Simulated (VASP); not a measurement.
Crystal: Mg.

```
CELL_PARAMETERS angstrom
3.20930 0.00000 0.00000
-1.60465 2.77934 0.00000
0.00000 0.00000 5.21030
ATOMIC_POSITIONS crystal
Mg 0.66667 0.33333 0.75000
Mg 0.33333 0.66667 0.25000
```

Base run:

- Program: VASP 6.6.1
- Functional: b88 exchange, pbe correlation
- Potentials or basis: VASP PAW PBE potentials, release 64 (Mg)
- Cutoff: 600 eV
- k mesh: 10 × 10 × 5
- Occupations: fermi-dirac, width 0.05 eV
- Spin: no spin polarisation

Its results: band gap on the k mesh zero (bands 2 and 3 overlap by 1.90 eV); pressure -0.1 GPa.

**Question.** The run is repeated on the same cell with these changes: functional from b88 exchange, pbe correlation to LDA; potentials or basis from VASP PAW PBE potentials, release 64 (Mg) to VASP PAW LDA potentials, release 64 (Mg); cutoff from 600 eV to 520 eV. What comes out?

**Answer.** Band gap on the k mesh zero (bands 2 and 3 overlap by 1.97 eV); pressure -2.7 GPa.

Caveats: the PAW data sets were made with another functional, which shifts forces and pressure a little (at least some runs).
